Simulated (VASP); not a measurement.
# Mo (R-3m) in VASP: further runs

The runs below take Mo through single point, with LDA.

Program: VASP 6.6.1. These are calculated values, not measurements. Logs are shortened: lines on timing, memory, paths and dates and some standing lists are left out, and cuts for length are marked.

### 1 The cell of the first run

The structure is trigonal, space group R-3m (No. 166). Conventional cell: a = 3.824 Å, b = 3.824 Å, c = 9.367 Å, α = 90.00°, β = 90.00°, γ = 120.00°. Within 2.7 Å of Mo (site symmetry 3m) lie 4 Mo at 2.06 to 2.45 Å.

### 2 Single point, LDA (shortest bond scaled by 0.88)

INCAR

```
SYSTEM = Mo
PREC = Accurate
ENCUT = 520
EDIFF = 1E-6
ISMEAR = -1
SIGMA = 0.05
LREAL = .FALSE.
LASPH = .TRUE.
NELM = 80
ALGO = Normal
ISIF = 2
LWAVE = .FALSE.
LCHARG = .TRUE.
LELF = .TRUE.
LVHAR = .TRUE.
NBANDS = 21
```

KPOINTS

```
regular mesh
0
G
  10 10 10
  0 0 0
```

POSCAR

```
Mo
1.0
    0.0000000000      2.7041431590      2.7041431590
    2.7041431590      0.0000000000      2.7041431590
    2.7041431590      2.7041431590      0.0000000000
Mo
2
Direct
   -0.1700000000     -0.1100000000     -0.1100000000
    0.1700000000      0.1100000000      0.1100000000
```

Potentials or basis: VASP PAW LDA potentials, release 64 (Mo_sv).

Command:

```console
cat potpaw_LDA.64/Mo_sv/POTCAR > POTCAR
mpirun -np 1 vasp_std > vasp.out
```

OUTCAR:

```text
SYSTEM = Mo
   PREC = Accurate
   ENCUT = 520
   EDIFF = 1E-6
   ISMEAR = -1
   LREAL = .FALSE.
   LASPH = .TRUE.
   NELM = 80
   ISIF = 2

 ion  position               nearest neighbor table
   1  0.830  0.890  0.890-   2 2.06   2 2.45   2 2.45   2 2.45
   2  0.170  0.110  0.110-   1 2.06   1 2.45   1 2.45   1 2.45

  LATTYP: Found a face centered cubic cell.
 ALAT       =     5.4082863180

  Lattice vectors:

 A1 = (   0.0000000000,   2.7041431590,   2.7041431590)
 A2 = (   2.7041431590,   0.0000000000,   2.7041431590)
 A3 = (   2.7041431590,   2.7041431590,   0.0000000000)

Analysis of symmetry for initial positions (statically):
=====================================================================
 Subroutine PRICEL returns:
 Original cell was already a primitive cell.

 Routine SETGRP: Setting up the symmetry group for a
 face centered cubic supercell.

 Subroutine GETGRP returns: Found 12 space group operations
 (whereof  4 operations were pure point group operations)
 out of a pool of 48 trial point group operations.

The static configuration has the point symmetry C_2h.
 The point group associated with its full space group is D_3d.

Analysis of symmetry for dynamics (positions and initial velocities):
=====================================================================
 Subroutine PRICEL returns:
 Original cell was already a primitive cell.

 Routine SETGRP: Setting up the symmetry group for a
 face centered cubic supercell.

 Subroutine GETGRP returns: Found 12 space group operations
 (whereof  4 operations were pure point group operations)
 out of a pool of 48 trial point group operations.

The dynamic configuration has the point symmetry C_2h.
 The point group associated with its full space group is D_3d.

 Subroutine INISYM returns: Found 12 space group operations
 (whereof  4 operations are pure point group operations),
 and found     1 'primitive' translations

----------------------------------------------------------------------------------------

                                     Primitive cell

  volume of cell :      39.5475

  direct lattice vectors                    reciprocal lattice vectors
     0.000000000  2.704143159  2.704143159    -0.184901453  0.184901453  0.184901453
     2.704143159  0.000000000  2.704143159     0.184901453 -0.184901453  0.184901453
     2.704143159  2.704143159  0.000000000     0.184901453  0.184901453 -0.184901453

  length of vectors
     3.824235930  3.824235930  3.824235930     0.320258711  0.320258711  0.320258711

  position of ions in fractional coordinates (direct lattice)
     0.830000000  0.890000000  0.890000000
     0.170000000  0.110000000  0.110000000

  ion indices of the primitive-cell ions
   primitive index   ion index
                 1           1
                 2           2

----------------------------------------------------------------------------------------

 KPOINTS: regular mesh

Automatic generation of k-mesh.
 Grid dimensions read from file:
 generate k-points for:   10   10   10

 Generating k-lattice:

  Cartesian coordinates                     Fractional coordinates (reciprocal lattice)
    -0.018490145  0.018490145  0.018490145     0.100000000  0.000000000  0.000000000
     0.018490145 -0.018490145  0.018490145     0.000000000  0.100000000  0.000000000
     0.018490145  0.018490145 -0.018490145     0.000000000  0.000000000  0.100000000

  Length of vectors
     0.032025871  0.032025871  0.032025871

  Shift w.r.t. Gamma in fractional coordinates (k-lattice)
     0.000000000  0.000000000  0.000000000

 Subroutine IBZKPT returns following result:
 ===========================================

 Found    116 irreducible k-points:

 Following reciprocal coordinates:
            Coordinates               Weight
  0.000000  0.000000  0.000000      1.000000
  0.100000  0.000000  0.000000      2.000000
  0.000000  0.100000  0.000000      6.000000
  0.200000  0.000000  0.000000      2.000000
  0.000000  0.200000  0.000000      6.000000
  0.300000  0.000000  0.000000      2.000000
[... 16 lines left out ...]
  0.000000  0.500000  0.100000     12.000000
  0.100000  0.000000  0.500000      6.000000
 [... further k-points ...]
   k-points           NKPTS =    116   k-points in BZ     NKDIM =    116   number of bands    NBANDS=     21
   number of dos      NEDOS =    301   number of ions     NIONS =      2
   total plane-waves  NPLWV =  21952
   dimension x,y,z NGX =    28 NGY =   28 NGZ =   28
   dimension x,y,z NGXF=    56 NGYF=   56 NGZF=   56
   ions per type =               2
   NGX,Y,Z   is equivalent  to a cutoff of  12.17, 12.17, 12.17 a.u.
   NGXF,Y,Z  is equivalent  to a cutoff of  24.34, 24.34, 24.34 a.u.
 SYSTEM =  Mo
   PREC   = accura    normal or accurate (medium, high low for compatibility)
   ISTART =      0    job   : 0-new  1-cont  2-samecut
   ICHARG =      2    charge: 1-file 2-atom 10-const
   ISPIN  =      1    spin polarized calculation?
   LNONCOLLINEAR =      F non collinear calculations
   LSORBIT =      F    spin-orbit coupling
   LASPH  =      T    aspherical Exc in radial PAW
   ENCUT  =  520.0 eV  38.22 Ry    6.18 a.u.   7.11  7.11  7.11*2*pi/ulx,y,z
   NELM   =     80;   NELMIN=  2; NELMDL= -5     # of ELM steps
   EDIFF  = 0.1E-05   stopping-criterion for ELM
   LREAL  =      F    real-space projection
   EDIFFG = 0.1E-04   stopping-criterion for IOM
   NSW    =      0    number of steps for IOM
   IBRION =     -1    ionic relax: 0-MD 1-quasi-New 2-CG
   NFREE  =      0    steps in history (QN), initial steepest desc. (CG)
   ISIF   =      2    stress and relaxation
   ISYM   =      2    0-nonsym 1-usesym 2-fastsym
   POTIM  = 0.5000    time-step for ionic-motion
   TEBEG  =    0.0;   TEEND  =   0.0 temperature during run
   PSTRESS=    0.0 pullay stress
   NELECT =      28.0000    total number of electrons
   NUPDOWN=      -1.0000    fix difference up-down
   EMIN   =  10.00;   EMAX   =-10.00  energy-range for DOS
   EFERMI =   0.00;   METHOD = LEGACY
   ISMEAR =    -1;   SIGMA  =   0.05  broadening in eV -4-tet -1-fermi 0-gaus
   EFERMI_NEDOS =   21; number of points for ismear=-14 and -15
   IALGO  =     38    algorithm
   IMIX   =      4    mixing-type and parameters
     AMIX     =   0.40;   BMIX     =  1.00
     AMIX_MAG =   1.60;   BMIX_MAG =  1.00
  volume/ion in A,a.u.               =      19.77       133.44
  Fermi-wavevector in a.u.,A,eV,Ry     =   1.459109  2.757317 28.966803  2.129000
  Thomas-Fermi vector in A             =   2.575715
   LORBIT       =      0    0 simple, 1 ext, 2 COOP (PROOUT), +10 PAW based schemes
   GGA     = CA    functional components
   LHFCALC =     F    Hartree Fock is set to
   AEXX    =    0.0000 exact exchange contribution
   IVDW    =     0    specifies the selected vdW correction
   LEPSILON=     F    determine dielectric tensor
   LRPA    =     F    only Hartree local field effects (RPA)
 non-spin polarized calculation
  energy-cutoff  :      520.00
  volume of cell :       39.55
 maximum number of plane-waves:      1090
   NGX = 15   NGY = 15   NGZ = 15

 number of electron      28.0000000 magnetization

 Free energy of the ion-electron system (eV)
  ---------------------------------------------------
  ext. energy  EPLUGINS =         0.00000000
  ---------------------------------------------------
  free energy    TOTEN  =       -19.12159007 eV

  energy without entropy =      -19.10634083  energy(sigma->0) =      -19.11396545

 E-fermi :   8.4835     XC(G=0): -11.8540

 val. band max:        8.4709506542   @ k =   0.4000   0.1000  -0.4000
 cond. band min:       8.5004694194   @ k =   0.1000   0.0000  -0.3000
 fundamental gap:      0.0295187653
 Fermi energy:         8.4835163958

 k-point     1 :       0.0000    0.0000    0.0000
  band No.  band energies     occupation
      1     -52.1471      2.00000
      2     -50.6730      2.00000
      3     -28.0999      2.00000
      4     -26.0047      2.00000
      5     -26.0047      2.00000
      6     -25.4653      2.00000
[... 13 lines left out ...]
     20      19.4926      0.00000
     21      20.1569      0.00000

 k-point     2 :       0.1000    0.0000    0.0000
  band No.  band energies     occupation
      1     -52.1166      2.00000
      2     -50.7095      2.00000
      3     -28.0649      2.00000
      4     -26.1040      2.00000
      5     -26.1040      2.00000
      6     -25.3590      2.00000
[... 13 lines left out ...]
     20      18.8912      0.00000
     21      20.9465      0.00000

 k-point     3 :       0.0000    0.1000    0.0000
  band No.  band energies     occupation
      1     -52.1330      2.00000
      2     -50.6893      2.00000
      3     -28.0963      2.00000
      4     -26.0684      2.00000
      5     -26.0217      2.00000
      6     -25.4491      2.00000
[... 13 lines left out ...]
     20      19.2488      0.00000
     21      20.2091      0.00000

 k-point     4 :       0.2000    0.0000    0.0000
  band No.  band energies     occupation
      1     -52.0284      2.00000
      2     -50.8135      2.00000
      3     -27.9716      2.00000
      4     -26.2810      2.00000
      5     -26.2810      2.00000
      6     -25.1640      2.00000
[... 13 lines left out ...]
     20      18.7000      0.00000
     21      19.9256      0.00000

 k-point     5 :       0.0000    0.2000    0.0000
  band No.  band energies     occupation
      1     -52.0945      2.00000
      2     -50.7336      2.00000
      3     -28.0861      2.00000
      4     -26.2033      2.00000
      5     -26.0621      2.00000
      6     -25.4110      2.00000
[... 13 lines left out ...]
     20      18.4692      0.00000
     21      20.3947      0.00000
[... 382 lines left out ...]
     20      15.8519      0.00000
     21      18.3443      0.00000

 k-point    22 :       0.5000    0.1000    0.0000
  band No.  band energies     occupation
      1     -51.6666      2.00000
      2     -51.2146      2.00000
      3     -27.7471      2.00000
      4     -26.5894      2.00000
      5     -26.5158      2.00000
      6     -24.9068      2.00000
[... 13 lines left out ...]
     20      15.0165      0.00000
     21      19.2263      0.00000

 k-point    23 :       0.0000    0.5000    0.1000
  band No.  band energies     occupation
      1     -51.9663      2.00000
      2     -50.8791      2.00000
      3     -28.0458      2.00000
      4     -26.5104      2.00000
      5     -26.1136      2.00000
      6     -25.3685      2.00000
[... 13 lines left out ...]
     20      14.0133      0.00000
     21      18.5589      0.00000

 k-point    24 :       0.1000    0.0000    0.5000
  band No.  band energies     occupation
      1     -51.9663      2.00000
      2     -50.8791      2.00000
      3     -28.0541      2.00000
      4     -26.4082      2.00000
      5     -26.2367      2.00000
      6     -25.2341      2.00000
[... 13 lines left out ...]
     20      14.4256      0.00000
     21      18.0184      0.00000

 [... further k-points ...]

------------------------ aborting loop because EDIFF is reached ----------------------------------------

  FORCE on cell =-STRESS in cart. coord.  units (eV):
  Direction    XX          YY          ZZ          XY          YZ          ZX
  --------------------------------------------------------------------------------------
  -------------------------------------------------------------------------------------
  Total        4.6637975      4.6637975      4.6637975     -2.9952083      2.9952083     -2.9952083
  in kB      188.9431848    188.9431848    188.9431848   -121.3440754    121.3440754   -121.3440754
  external PRESSURE =     188.9431848 kB  Pullay stress =       0.0000000 kB

 VOLUME and BASIS-vectors are now :
 -----------------------------------------------------------------------------
  energy-cutoff  :      520.00
  volume of cell :       39.55
      direct lattice vectors                 reciprocal lattice vectors
     0.000000000  2.704143159  2.704143159    -0.184901453  0.184901453  0.184901453
     2.704143159  0.000000000  2.704143159     0.184901453 -0.184901453  0.184901453
     2.704143159  2.704143159  0.000000000     0.184901453  0.184901453 -0.184901453

 POSITION                                       TOTAL-FORCE (eV/Angst)
 -----------------------------------------------------------------------------------
      4.81337      4.65113      4.65113        -1.728755      1.728755      1.728755
      0.59491      0.75716      0.75716         1.728755     -1.728755     -1.728755
 -----------------------------------------------------------------------------------
    total drift:                                0.000000      0.000000     -0.000000

  FREE ENERGIE OF THE ION-ELECTRON SYSTEM (eV)
  ---------------------------------------------------
  free  energy   TOTEN  =       -19.1215900655 eV

  energy  without entropy=      -19.1063408344  energy(sigma->0) =      -19.11396545
```

Wall time 75 s (1 thread of Intel Xeon 8259CL, shared host); peak memory 0.19 GiB.

Results:

```
Free energy            : -19.1216 eV
Pressure               : 18.9 GPa
Largest force          : 2.994 eV/Å
Band gap on the k mesh : zero (band 14 reaches 8.79 eV, above the bottom of band 15 at 8.16 eV)
```

Forces in eV/Å, atoms in the order of the input:
```
Mo  -1.729  1.729  1.729
Mo   1.729 -1.729 -1.729
```

Caveat: the cell differs from its parent crystal (shortest bond scaled by 0.88); forces of over 1 eV/Å act on the atoms, so gaps and moduli don't describe the material at rest.

### 3 Single point, LDA (shortest bond scaled by 0.88)

INCAR

```
  ALGO = Normal
  EDIFF = 1E-6
  ENCUT = 520
  ISIF = 2
  ISMEAR = -1
  LASPH = T
  LCHARG = F
  LREAL = F
  LWAVE = F
  NBANDS = 21
  NELM = 60
  PREC = Accurate
  SIGMA = 0.05
```

KPOINTS

```
k-points
0
Gamma
  10 10 10
```

POSCAR is that of step 2.

Potentials or basis: VASP PAW LDA potentials, release 64 (Mo_sv).

Command:

```console
cat potpaw_LDA.64/Mo_sv/POTCAR > POTCAR
mpirun -np 1 vasp_std > vasp.out
```

Wall time 89 s (1 thread of Intel Xeon 8259CL, shared host); peak memory 0.19 GiB.

It converged, with:

```
Free energy            : -19.1216 eV
Pressure               : 18.9 GPa
Largest force          : 2.994 eV/Å
Band gap on the k mesh : zero (band 14 reaches 8.79 eV, above the bottom of band 15 at 8.16 eV)
```

Forces in eV/Å, atoms in the order of the input:
```
Mo  -1.729  1.729  1.729
Mo   1.729 -1.729 -1.729
```

Stress tensor (GPa, compression positive):
```
 18.89 -12.13 -12.13
-12.13  18.89  12.13
-12.13  12.13  18.89
```

Levels at points of the mesh, in eV from the Fermi level:
```csv
k point,band 11,band 12,band 13,band 14,band 15,band 16,band 17,band 18
"(0.00, 0.00, 0.00)",-2.93,-1.83,-1.83,-0.74,1.17,1.60,1.60,4.88
"(0.50, 0.00, 0.00)",-3.21,-2.44,-2.44,-1.79,1.58,2.41,2.41,5.82
"(0.00, 0.50, 0.00)",-2.44,-1.89,-1.71,-1.57,0.36,2.25,3.10,3.85
"(0.50, 0.50, 0.00)",-2.88,-1.67,0.26,0.31,0.35,0.96,4.53,5.09
```

Caveat: the cell differs from its parent crystal (shortest bond scaled by 0.88); forces of over 1 eV/Å act on the atoms, so gaps and moduli don't describe the material at rest.

### 4 Single point, LDA (shortest bond scaled by 0.82)

INCAR

```
ALGO = Normal
EDIFF = 1E-6
ENCUT = 520
ISIF = 2
ISMEAR = -1
LASPH = T
LCHARG = F
LREAL = F
LWAVE = F
NBANDS = 21
NELM = 80
PREC = Accurate
SIGMA = 0.05
```

KPOINTS is that of step 3.

POSCAR

```
Mo
1.0
    0.0000000000      2.7041431590      2.7041431590
    2.7041431590      0.0000000000      2.7041431590
    2.7041431590      2.7041431590      0.0000000000
Mo
2
Direct
   -0.1925000000     -0.1025000000     -0.1025000000
    0.1925000000      0.1025000000      0.1025000000
```

Command:

```console
cat potpaw_LDA.64/Mo_sv/POTCAR > POTCAR
mpirun -np 1 vasp_std > vasp.out
```

Run time: 95 s. Hardware: 1 thread of Intel Xeon 8259CL, shared host; peak memory 0.2 GiB.

Results (log left out):

```
Free energy            : -18.3958 eV
Pressure               : 29.7 GPa
Largest force          : 7.884 eV/Å
Band gap on the k mesh : zero (band 14 reaches 8.79 eV, above the bottom of band 15 at 7.88 eV)
```

Forces in eV/Å, atoms in the order of the input:
```
Mo  -4.552  4.552  4.552
Mo   4.552 -4.552 -4.552
```

Stress tensor (GPa, compression positive):
```
 29.74 -25.32 -25.32
-25.32  29.74  25.32
-25.32  25.32  29.74
```

Levels at points of the mesh, in eV from the Fermi level:
```tsv
k point	band 11	band 12	band 13	band 14	band 15	band 16	band 17	band 18
(0.00, 0.00, 0.00)	-3.13	-1.97	-1.97	-0.49	1.31	1.50	1.50	4.64
(0.50, 0.00, 0.00)	-3.94	-2.49	-2.49	-1.68	2.30	2.30	2.30	6.46
(0.00, 0.50, 0.00)	-2.66	-1.78	-1.54	-1.51	0.16	2.18	2.93	3.66
(0.50, 0.50, 0.00)	-3.77	-1.65	0.17	0.21	0.62	0.73	4.40	4.94
```

Caveat: the cell differs from its parent crystal (shortest bond scaled by 0.82); forces of over 1 eV/Å act on the atoms, so gaps and moduli don't describe the material at rest.

(Part 1 of 2 ends here.)
